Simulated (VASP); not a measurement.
# B2P3 in VASP: notebook

B2P3 is run at these levels: PBE; tasks: single point.

Program: VASP 6.6.1. These are calculated values, not measurements. Logs are shortened: lines on timing, memory, paths and dates and some standing lists are left out, and cuts for length are marked.

## (1) The cell of the first run

The cell holds a disordered packing, 25 atoms: a = 7.015 Å, b = 7.223 Å, c = 7.246 Å, α = 89.15°, β = 90.07°, γ = 88.87°.

## (2) Single point, PBE

Contents of INCAR:

```
SYSTEM = B2P3
ALGO = Normal
EDIFF = 1E-6
ENCUT = 420
GGA = PE
GGA_COMPAT = .FALSE.
ISIF = 2
ISMEAR = -1
ISYM = -1
LASPH = .TRUE.
LCHARG = .TRUE.
LELF = .TRUE.
LREAL = Auto
LVHAR = .TRUE.
LWAVE = .FALSE.
NBANDS = 70
NELM = 120
PREC = Accurate
SIGMA = 0.2482
```

Contents of KPOINTS:

```
explicit points
1
Reciprocal
  0.25000000   0.25000000   0.25000000 1
```

Contents of POSCAR:

```
B2P3
1.0
    7.0141520000      0.0701380000     -0.0048670000
    0.0701380000      7.2226980000      0.0539610000
   -0.0048670000      0.0539610000      7.2453270000
P B
15 10
Direct
    0.2577406610      0.7746033476      0.9509559820
    0.5149153740      0.0231388451      0.7293225686
    0.5787400106      0.4462815588      0.0677417221
    0.0747357922      1.0152558744      0.0121681902
    0.5018393224      0.1349043679      0.3707026443
    0.7758236256      0.8805073601      0.2124225554
    0.8382960761      0.2586741599      0.8358305527
    0.6691150700      0.7307701830      0.6062390963
    0.2169486474      0.8131647506      0.4535727243
    0.8989054726      0.1839431089      0.4925046473
    0.4547768241      0.8265057815      0.2963289746
    0.2714953374      0.4382834223      0.1846900983
    1.0089214002      0.5190673773      0.4549834708
    0.5597446447      0.3867601464      0.7765774151
    0.1189839200      0.5623908754      0.8143150641
    0.6706158329      0.8791246280      0.9267369773
    0.6579887350      0.6869374068      0.8466031418
    0.6943356234      0.2959140684      0.3469123633
    0.5371717787      0.7768638289      0.0731829034
    0.1318312378      0.0667932653      0.4341661034
    0.9810664827      0.6796503574      0.2156869162
    1.0986077403      0.6361166267      0.0605356300
    0.8397716898      0.6632663368      1.0346110885
    0.2184370572      0.1826809591      0.2294224244
    0.9233061591      0.7025024710      0.5884242347
```

Potentials or basis: VASP PAW PBE potentials, release 64 (P, B).

Run with:

```bash
$ cat potpaw_PBE.64/P/POTCAR potpaw_PBE.64/B/POTCAR > POTCAR
$ mpirun -np 1 vasp_std > vasp.out
```

OUTCAR:

```text
SYSTEM = B2P3
   EDIFF = 1E-6
   ENCUT = 420
   GGA = PE
   ISIF = 2
   ISMEAR = -1
   ISYM = -1
   LASPH = .TRUE.
   LREAL = Auto
   NELM = 120
   PREC = Accurate

 ion  position               nearest neighbor table
   1  0.258  0.775  0.951-  22 1.70  15 2.09  19 2.15   4 2.19  11 2.89  12 2.94
   2  0.515  0.023  0.729-  16 2.06   8 2.53  14 2.68   5 2.71
   3  0.579  0.446  0.068-  14 2.16  12 2.32  19 2.40  18 2.41  17 2.42  23 2.44   7 2.82
   4  0.075  0.015  0.012-   1 2.19  24 2.25   7 2.70   6 2.74
   5  0.502  0.135  0.371-  18 1.81  24 2.25  11 2.33   2 2.71   6 2.88  10 2.95
   6  0.776  0.881  0.212-  21 2.02  23 2.09  19 2.11  16 2.20  11 2.37   4 2.74   5 2.88
   7  0.838  0.259  0.836-  14 2.18  10 2.59   4 2.70   3 2.82
   8  0.669  0.731  0.606-  17 1.77  25 1.80   2 2.53  11 2.77  14 2.88
   9  0.217  0.813  0.454-  20 1.92  11 2.02  25 2.43  13 2.60
  10  0.899  0.184  0.493-  20 1.88  18 1.94  13 2.57   7 2.59   5 2.95
  11  0.455  0.827  0.296-  19 1.76   9 2.02   5 2.33   6 2.37   8 2.77   1 2.89
  12  0.271  0.438  0.185-  24 1.91  22 2.05   3 2.32  13 2.75   1 2.94
  13  0.009  0.519  0.455-  25 1.75  21 2.08  10 2.57   9 2.60  15 2.74  12 2.75
  14  0.560  0.387  0.777-   3 2.16   7 2.18  17 2.35   2 2.68   8 2.88
  15  0.119  0.562  0.814-  22 1.87   1 2.09  25 2.34  13 2.74
  16  0.671  0.879  0.927-  17 1.52  19 1.60   2 2.06  23 2.08   6 2.20
  17  0.658  0.687  0.847-  16 1.52   8 1.77  23 1.87  19 1.96  14 2.35   3 2.42
  18  0.694  0.296  0.347-   5 1.81  10 1.94   3 2.41
  19  0.537  0.777  0.073-  16 1.60  11 1.76  17 1.96   6 2.11   1 2.15   3 2.40
  20  0.132  0.067  0.434-  24 1.80  10 1.88   9 1.92
  21  0.981  0.680  0.216-  22 1.43  23 1.65   6 2.02  13 2.08
  22  0.099  0.636  0.061-  21 1.43   1 1.70  23 1.83  15 1.87  12 2.05
  23  0.840  0.663  0.035-  21 1.65  22 1.83  17 1.87  16 2.08   6 2.09   3 2.44
  24  0.218  0.183  0.229-  20 1.80  12 1.91   4 2.25   5 2.25
  25  0.923  0.703  0.588-  13 1.75   8 1.80  15 2.34   9 2.43

IMPORTANT INFORMATION: All symmetrisations will be switched off!
NOSYMM: (Re-)initialisation of all symmetry stuff for point group C_1.

----------------------------------------------------------------------------------------

                                     Primitive cell

  volume of cell :     367.0000

  direct lattice vectors                    reciprocal lattice vectors
     7.014152000  0.070138000 -0.004867000     0.142582836 -0.001385383  0.000106097
     0.070138000  7.222698000  0.053961000    -0.001385383  0.138473583 -0.001032240
    -0.004867000  0.053961000  7.245327000     0.000106097 -0.001032240  0.138027755

  length of vectors
     7.014504352  7.223240099  7.245529574     0.142589606  0.138484360  0.138031655

  position of ions in fractional coordinates (direct lattice)
     0.257740661  0.774603348  0.950955982
     0.514915374  0.023138845  0.729322569
     0.578740011  0.446281559  0.067741722
     0.074735792  0.015255874  0.012168190
     0.501839322  0.134904368  0.370702644
     0.775823626  0.880507360  0.212422555
[... 17 lines left out ...]
     0.218437057  0.182680959  0.229422424
     0.923306159  0.702502471  0.588424235

  ion indices of the primitive-cell ions
   primitive index   ion index
                 1           1
                 2           2
                 3           3
                 4           4
                 5           5
                 6           6
[... 17 lines left out ...]
                24          24
                25          25

----------------------------------------------------------------------------------------

 KPOINTS: explicit points

Read explicit list of k-points.

 Found      1 k-points:

 Following reciprocal coordinates:
            Coordinates               Weight
  0.250000  0.250000  0.250000      1.000000
   k-points           NKPTS =      1   k-points in BZ     NKDIM =      1   number of bands    NBANDS=     70
   number of dos      NEDOS =    301   number of ions     NIONS =     25
   total plane-waves  NPLWV = 110592
   dimension x,y,z NGX =    48 NGY =   48 NGZ =   48
   dimension x,y,z NGXF=    96 NGYF=   96 NGZF=   96
   ions per type =              15  10
   NGX,Y,Z   is equivalent  to a cutoff of  11.38, 11.05, 11.01 a.u.
   NGXF,Y,Z  is equivalent  to a cutoff of  22.75, 22.09, 22.03 a.u.
 SYSTEM =  B2P3
   PREC   = accura    normal or accurate (medium, high low for compatibility)
   ISTART =      0    job   : 0-new  1-cont  2-samecut
   ICHARG =      2    charge: 1-file 2-atom 10-const
   ISPIN  =      1    spin polarized calculation?
   LNONCOLLINEAR =      F non collinear calculations
   LSORBIT =      F    spin-orbit coupling
   LASPH  =      T    aspherical Exc in radial PAW
   ENCUT  =  420.0 eV  30.87 Ry    5.56 a.u.  11.72 12.07 12.11*2*pi/ulx,y,z
   NELM   =    120;   NELMIN=  2; NELMDL= -5     # of ELM steps
   EDIFF  = 0.1E-05   stopping-criterion for ELM
   LREAL  =      T    real-space projection
   EDIFFG = 0.1E-04   stopping-criterion for IOM
   NSW    =      0    number of steps for IOM
   IBRION =     -1    ionic relax: 0-MD 1-quasi-New 2-CG
   NFREE  =      0    steps in history (QN), initial steepest desc. (CG)
   ISIF   =      2    stress and relaxation
   ISYM   =     -1    0-nonsym 1-usesym 2-fastsym
   POTIM  = 0.5000    time-step for ionic-motion
   TEBEG  =    0.0;   TEEND  =   0.0 temperature during run
   PSTRESS=    0.0 pullay stress
   NELECT =     105.0000    total number of electrons
   NUPDOWN=      -1.0000    fix difference up-down
   EMIN   =  10.00;   EMAX   =-10.00  energy-range for DOS
   EFERMI =   0.00;   METHOD = LEGACY
   ISMEAR =    -1;   SIGMA  =   0.25  broadening in eV -4-tet -1-fermi 0-gaus
   EFERMI_NEDOS =   21; number of points for ismear=-14 and -15
   IALGO  =     38    algorithm
   IMIX   =      4    mixing-type and parameters
     AMIX     =   0.40;   BMIX     =  1.00
     AMIX_MAG =   1.60;   BMIX_MAG =  1.00
  volume/ion in A,a.u.               =      14.68        99.07
  Fermi-wavevector in a.u.,A,eV,Ry     =   1.078738  2.038519 15.832764  1.163675
  Thomas-Fermi vector in A             =   2.214684
   LORBIT       =      0    0 simple, 1 ext, 2 COOP (PROOUT), +10 PAW based schemes
   GGA     = PE    functional components
   LHFCALC =     F    Hartree Fock is set to
   AEXX    =    0.0000 exact exchange contribution
   IVDW    =     0    specifies the selected vdW correction
   LEPSILON=     F    determine dielectric tensor
   LRPA    =     F    only Hartree local field effects (RPA)
 non-spin polarized calculation
  energy-cutoff  :      420.00
  volume of cell :      367.00
 maximum number of plane-waves:      7169
 NGX is ok and might be reduce to    48
   NGX = 23   NGY = 25   NGZ = 25

 number of electron     105.0000001 magnetization

 Free energy of the ion-electron system (eV)
  ---------------------------------------------------
  ext. energy  EPLUGINS =         0.00000000
  ---------------------------------------------------
  free energy    TOTEN  =      -127.40672792 eV

  energy without entropy =     -125.63462011  energy(sigma->0) =     -126.52067401

 E-fermi :   5.9301     XC(G=0): -10.0856

 val. band max:        5.9003379950   @ k =   0.2500   0.2500   0.2500
 cond. band min:       6.1136529626   @ k =   0.2500   0.2500   0.2500
 fundamental gap:      0.2133149676
 Fermi energy:         5.9301280225

 k-point     1 :       0.2500    0.2500    0.2500
  band No.  band energies     occupation
      1      -9.8752      2.00000
      2      -9.0082      2.00000
      3      -8.4238      2.00000
      4      -7.9353      2.00000
      5      -7.4039      2.00000
      6      -6.9545      2.00000
[... 56 lines left out ...]
     63       8.1546      0.00026
     64       8.4760      0.00007
 [bands above 64 left out]

------------------------ aborting loop because EDIFF is reached ----------------------------------------

  FORCE on cell =-STRESS in cart. coord.  units (eV):
  Direction    XX          YY          ZZ          XY          YZ          ZX
  --------------------------------------------------------------------------------------
  -------------------------------------------------------------------------------------
  Total       13.2820367      7.0157557     22.9734330      1.0009268      1.1765800    -25.3258393
  in kB       57.9841409     30.6280258    100.2929596      4.3696523      5.1364848   -110.5626389
  external PRESSURE =      62.9683754 kB  Pullay stress =       0.0000000 kB

 VOLUME and BASIS-vectors are now :
 -----------------------------------------------------------------------------
  energy-cutoff  :      420.00
  volume of cell :      367.00
      direct lattice vectors                 reciprocal lattice vectors
     7.014152000  0.070138000 -0.004867000     0.142582836 -0.001385383  0.000106097
     0.070138000  7.222698000  0.053961000    -0.001385383  0.138473583 -0.001032240
    -0.004867000  0.053961000  7.245327000     0.000106097 -0.001032240  0.138027755

 POSITION                                       TOTAL-FORCE (eV/Angst)
 -----------------------------------------------------------------------------------
      1.85753      5.66412      6.93053         3.620853      4.730240     -2.420331
      3.60977      0.24259      5.28292         1.123955      0.265695      0.075271
      4.09034      3.26760      0.51208         0.716996      0.933491      1.677812
      0.52522      0.11609      0.08862         0.637593      1.680803      0.912153
      3.52763      1.02958      2.69070        -2.429336      0.057440      0.248091
      5.50247      6.42552      1.58281         2.562356      0.309236     -1.299655
[... 17 lines left out ...]
      1.54385      1.34715      1.67103         0.329762     -1.020914      0.389447
      6.52262      5.17047      4.29674         1.129462      0.896835      3.121190
 -----------------------------------------------------------------------------------
    total drift:                                0.000824     -0.001521     -0.008192

  FREE ENERGIE OF THE ION-ELECTRON SYSTEM (eV)
  ---------------------------------------------------
  free  energy   TOTEN  =      -127.4067279216 eV

  energy  without entropy=     -125.6346201067  energy(sigma->0) =     -126.52067401
```

Wall time 42 s (1 thread of AMD EPYC 7R13 (Zen 3), shared host); peak memory 0.29 GiB.

Results:

| Quantity | Value |
| --- | --- |
| Free energy | -127.4067 eV |
| Pressure | 6.3 GPa |
| Largest force | 7.697 eV/Å |
| Band gap on the k mesh | zero (an odd number of electrons rules out a gap without spin polarisation) |

Forces on the atoms (eV/Å):
```
P    3.621  4.730 -2.420
P    1.124  0.266  0.075
P    0.717  0.933  1.678
P    0.638  1.681  0.912
P   -2.429  0.057  0.248
P    2.562  0.309 -1.300
P    0.213 -0.352 -1.639
P   -1.929  1.423 -2.497
P   -3.078  0.162  1.991
P   -0.127  0.924  1.468
P    1.520  0.603  1.847
P   -0.254 -0.621  0.671
P    1.090 -1.455 -3.412
P   -0.131 -0.376 -0.486
P   -1.213 -0.804 -2.847
B    1.301  3.676  1.403
B    1.098 -4.774  3.103
B    0.538  0.240 -0.878
B   -2.074 -2.518 -2.706
B    0.260  0.724 -2.242
B   -4.055  0.840  6.488
B    0.835 -5.277 -1.054
B   -1.686 -0.266 -1.913
B    0.330 -1.021  0.389
B    1.129  0.897  3.121
```

Caveat: the atoms stand as in a frame of molecular dynamics.

(Continued in part 2 of 2.)
